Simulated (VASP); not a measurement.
# Ir (P6_3/mmc) in VASP: further runs, part 2 of 2

VASP 6.6.1.

## 4. Single point, PBEsol

This run uses another cell than the first one, of 14.05 Å³/atom, 1.063 times its volume.

The input, INCAR:

```
PREC = Accurate ; ENCUT = 520
EDIFF = 1E-7 ; ISMEAR = -1
SIGMA = 0.05 ; LREAL = F
LASPH = T ; NELM = 80
ALGO = Normal ; ISIF = 2
LWAVE = F ; LCHARG = T
GGA = PS ; LELF = T
LVHAR = T ; NBANDS = 16
```

The input, KPOINTS:

```
regular mesh
0
Gamma
  11 11 6
```

The input, POSCAR:

```
Ir
1.0
    2.7148744186      0.0000000000      0.0000000000
   -1.3574372093      2.3511502146      0.0000000000
    0.0000000000      0.0000000000      4.4009042976
Ir
2
Direct
    0.3333333333      0.6666666667      0.2500000000
    0.6666666667      0.3333333333      0.7500000000
```

Potentials or basis: VASP PAW PBE potentials, release 64 (Ir).

Launch:

```console
$ cat potpaw_PBE.64/Ir/POTCAR > POTCAR
$ mpirun -np 1 vasp_std > vasp.out
```

OUTCAR:

```text
PREC = Accurate
   ENCUT = 520
   EDIFF = 1E-7
   ISMEAR = -1
   LREAL = F
   LASPH = T
   NELM = 80
   ISIF = 2
   GGA = PS

 ion  position               nearest neighbor table
   1  0.333  0.667  0.250-   2 2.70   2 2.70   2 2.70   2 2.70   2 2.70   2 2.70
   2  0.667  0.333  0.750-   1 2.70   1 2.70   1 2.70   1 2.70   1 2.70   1 2.70

  LATTYP: Found a hexagonal cell.
 ALAT       =     2.7148744186
 C/A-ratio  =     1.6210342060

  Lattice vectors:

 A1 = (   2.7148744186,   0.0000000000,   0.0000000000)
 A2 = (  -1.3574372093,   2.3511502146,   0.0000000000)
 A3 = (   0.0000000000,   0.0000000000,   4.4009042976)

Analysis of symmetry for initial positions (statically):
=====================================================================
 Subroutine PRICEL returns:
 Original cell was already a primitive cell.

 Routine SETGRP: Setting up the symmetry group for a
 hexagonal supercell.

 Subroutine GETGRP returns: Found 24 space group operations
 (whereof 12 operations were pure point group operations)
 out of a pool of 24 trial point group operations.

The static configuration has the point symmetry D_3d.
 The point group associated with its full space group is D_6h.

Analysis of symmetry for dynamics (positions and initial velocities):
=====================================================================
 Subroutine PRICEL returns:
 Original cell was already a primitive cell.

 Routine SETGRP: Setting up the symmetry group for a
 hexagonal supercell.

 Subroutine GETGRP returns: Found 24 space group operations
 (whereof 12 operations were pure point group operations)
 out of a pool of 24 trial point group operations.

The dynamic configuration has the point symmetry D_3d.
 The point group associated with its full space group is D_6h.

 Subroutine INISYM returns: Found 24 space group operations
 (whereof 12 operations are pure point group operations),
 and found     1 'primitive' translations

----------------------------------------------------------------------------------------

                                     Primitive cell

  volume of cell :      28.0913

  direct lattice vectors                    reciprocal lattice vectors
     2.714874419  0.000000000  0.000000000     0.368341163  0.212661869  0.000000000
    -1.357437209  2.351150215  0.000000000     0.000000000  0.425323739  0.000000000
     0.000000000  0.000000000  4.400904298     0.000000000  0.000000000  0.227226027

  length of vectors
     2.714874419  2.714874419  4.400904298     0.425323739  0.425323739  0.227226027

  position of ions in fractional coordinates (direct lattice)
     0.333333333  0.666666667  0.250000000
     0.666666667  0.333333333  0.750000000

  ion indices of the primitive-cell ions
   primitive index   ion index
                 1           1
                 2           2

----------------------------------------------------------------------------------------

 KPOINTS: regular mesh

Automatic generation of k-mesh.
 Grid dimensions read from file:
 generate k-points for:   11   11    6

 Generating k-lattice:

  Cartesian coordinates                     Fractional coordinates (reciprocal lattice)
     0.033485560  0.019332897  0.000000000     0.090909091  0.000000000  0.000000000
     0.000000000  0.038665794  0.000000000     0.000000000  0.090909091  0.000000000
     0.000000000  0.000000000  0.037871005     0.000000000  0.000000000  0.166666667

  Length of vectors
     0.038665794  0.038665794  0.037871005

  Shift w.r.t. Gamma in fractional coordinates (k-lattice)
     0.000000000  0.000000000  0.000000000

 Subroutine IBZKPT returns following result:
 ===========================================

 Found     64 irreducible k-points:

 Following reciprocal coordinates:
            Coordinates               Weight
  0.000000  0.000000  0.000000      1.000000
  0.090909  0.000000  0.000000      6.000000
  0.181818 -0.000000  0.000000      6.000000
  0.272727 -0.000000  0.000000      6.000000
  0.363636  0.000000  0.000000      6.000000
  0.454545  0.000000  0.000000      6.000000
[... 16 lines left out ...]
  0.090909  0.090909  0.166667     12.000000
  0.181818  0.090909  0.166667     24.000000
 [... further k-points ...]
   k-points           NKPTS =     64   k-points in BZ     NKDIM =     64   number of bands    NBANDS=     16
   number of dos      NEDOS =    301   number of ions     NIONS =      2
   total plane-waves  NPLWV =  14400
   dimension x,y,z NGX =    20 NGY =   20 NGZ =   36
   dimension x,y,z NGXF=    40 NGYF=   40 NGZF=   72
   ions per type =               2
   NGX,Y,Z   is equivalent  to a cutoff of  12.25, 12.25, 13.60 a.u.
   NGXF,Y,Z  is equivalent  to a cutoff of  24.49, 24.49, 27.20 a.u.
 SYSTEM =  unknown system
   PREC   = accura    normal or accurate (medium, high low for compatibility)
   ISTART =      0    job   : 0-new  1-cont  2-samecut
   ICHARG =      2    charge: 1-file 2-atom 10-const
   ISPIN  =      1    spin polarized calculation?
   LNONCOLLINEAR =      F non collinear calculations
   LSORBIT =      F    spin-orbit coupling
   LASPH  =      T    aspherical Exc in radial PAW
   ENCUT  =  520.0 eV  38.22 Ry    6.18 a.u.   5.05  5.05  8.18*2*pi/ulx,y,z
   NELM   =     80;   NELMIN=  2; NELMDL= -5     # of ELM steps
   EDIFF  = 0.1E-06   stopping-criterion for ELM
   LREAL  =      F    real-space projection
   EDIFFG = 0.1E-05   stopping-criterion for IOM
   NSW    =      0    number of steps for IOM
   IBRION =     -1    ionic relax: 0-MD 1-quasi-New 2-CG
   NFREE  =      0    steps in history (QN), initial steepest desc. (CG)
   ISIF   =      2    stress and relaxation
   ISYM   =      2    0-nonsym 1-usesym 2-fastsym
   POTIM  = 0.5000    time-step for ionic-motion
   TEBEG  =    0.0;   TEEND  =   0.0 temperature during run
   PSTRESS=    0.0 pullay stress
   NELECT =      18.0000    total number of electrons
   NUPDOWN=      -1.0000    fix difference up-down
   EMIN   =  10.00;   EMAX   =-10.00  energy-range for DOS
   EFERMI =   0.00;   METHOD = LEGACY
   ISMEAR =    -1;   SIGMA  =   0.05  broadening in eV -4-tet -1-fermi 0-gaus
   EFERMI_NEDOS =   21; number of points for ismear=-14 and -15
   IALGO  =     38    algorithm
   IMIX   =      4    mixing-type and parameters
     AMIX     =   0.40;   BMIX     =  1.00
     AMIX_MAG =   1.60;   BMIX_MAG =  1.00
  volume/ion in A,a.u.               =      14.05        94.78
  Fermi-wavevector in a.u.,A,eV,Ry     =   1.411372  2.667107 27.102429  1.991972
  Thomas-Fermi vector in A             =   2.533231
   LORBIT       =      0    0 simple, 1 ext, 2 COOP (PROOUT), +10 PAW based schemes
   GGA     = PS    functional components
   LHFCALC =     F    Hartree Fock is set to
   AEXX    =    0.0000 exact exchange contribution
   IVDW    =     0    specifies the selected vdW correction
   LEPSILON=     F    determine dielectric tensor
   LRPA    =     F    only Hartree local field effects (RPA)
 non-spin polarized calculation
  energy-cutoff  :      520.00
  volume of cell :       28.09
 maximum number of plane-waves:       772
   NGX = 11   NGY = 11   NGZ = 17

 number of electron      18.0000000 magnetization

 Free energy of the ion-electron system (eV)
  ---------------------------------------------------
  ext. energy  EPLUGINS =         0.00000000
  ---------------------------------------------------
  free energy    TOTEN  =       -19.46688832 eV

  energy without entropy =      -19.44292825  energy(sigma->0) =      -19.45490829

 E-fermi :  10.4794     XC(G=0): -14.1439

 val. band max:       10.4706320571   @ k =   0.3636   0.1818   0.1667
 cond. band min:      10.4799423410   @ k =   0.2727   0.0909   0.3333
 fundamental gap:      0.0093102839
 Fermi energy:        10.4794023723

 k-point     1 :       0.0000    0.0000    0.0000
  band No.  band energies     occupation
      1      -0.8971      2.00000
      2       2.1791      2.00000
      3       6.4803      2.00000
      4       6.5812      2.00000
      5       6.5812      2.00000
      6       7.2555      2.00000
[... 8 lines left out ...]
     15      26.9042      0.00000
     16      27.9996      0.00000
[... 419 lines left out ...]
 k-point    24 :       0.1818    0.0909    0.1667
  band No.  band energies     occupation
      1       1.3538      2.00000
      2       3.7384      2.00000
      3       5.0219      2.00000
      4       5.2614      2.00000
      5       6.2799      2.00000
      6       6.9164      2.00000
[... 8 lines left out ...]
     15      25.9346      0.00000
     16      27.1407      0.00000

 [... further k-points ...]

------------------------ aborting loop because EDIFF is reached ----------------------------------------

  FORCE on cell =-STRESS in cart. coord.  units (eV):
  Direction    XX          YY          ZZ          XY          YZ          ZX
  --------------------------------------------------------------------------------------
  -------------------------------------------------------------------------------------
  Total        0.5310699      0.5310699      0.5461344     -0.0000000      0.0000000      0.0000000
  in kB       30.2893710     30.2893710     31.1485647     -0.0000000      0.0000000      0.0000000
  external PRESSURE =      30.5757689 kB  Pullay stress =       0.0000000 kB

 VOLUME and BASIS-vectors are now :
 -----------------------------------------------------------------------------
  energy-cutoff  :      520.00
  volume of cell :       28.09
      direct lattice vectors                 reciprocal lattice vectors
     2.714874419  0.000000000  0.000000000     0.368341163  0.212661869  0.000000000
    -1.357437209  2.351150215  0.000000000     0.000000000  0.425323739  0.000000000
     0.000000000  0.000000000  4.400904298     0.000000000  0.000000000  0.227226027

 POSITION                                       TOTAL-FORCE (eV/Angst)
 -----------------------------------------------------------------------------------
     -0.00000      1.56743      1.10023        -0.000000      0.000000      0.000000
      1.35744      0.78372      3.30068         0.000000     -0.000000      0.000000
 -----------------------------------------------------------------------------------
    total drift:                               -0.000000      0.000000     -0.000000

  FREE ENERGIE OF THE ION-ELECTRON SYSTEM (eV)
  ---------------------------------------------------
  free  energy   TOTEN  =       -19.4668883219 eV

  energy  without entropy=      -19.4429282490  energy(sigma->0) =      -19.45490829
```

It took 16 s on 1 thread of Intel Xeon 6975P-C, shared host; peak memory 0.16 GiB.

What came out:

- Free energy: -19.4669 eV
- Pressure: 3.1 GPa
- Band gap on the k mesh: zero (band 9 reaches 11.49 eV, above the bottom of band 10 at 8.17 eV)

Caveat: the PAW data sets were made with another functional, which shifts forces and pressure a little; spin-orbit coupling is left out, which moves the levels of the heavy elements.

## 5. The runs side by side

```csv
cell,gap on the mesh (eV),pressure (GPa)
"a = 2.659, b = 2.659, c = 4.316 Å, angles 90.0, 90.0, 120.0°, 2 atoms",none,31.7
"a = 2.677, b = 2.677, c = 4.344 Å, angles 90.0, 90.0, 120.0°, 2 atoms",none,21.5
"a = 2.715, b = 2.715, c = 4.401 Å, angles 90.0, 90.0, 120.0°, 2 atoms",none,3.1
```

Alike in all rows: task single point; level PBEsol; potentials or basis VASP PAW PBE potentials, release 64 (Ir); no spin polarisation; k mesh 11 × 11 × 6; cutoff (eV) 520; smearing fermi-dirac 0.05 eV.

Caveats: the PAW data sets were made with another functional, which shifts forces and pressure a little; spin-orbit coupling is left out, which moves the levels of the heavy elements.

Absolute energies hang on the potentials; compare differences alone.
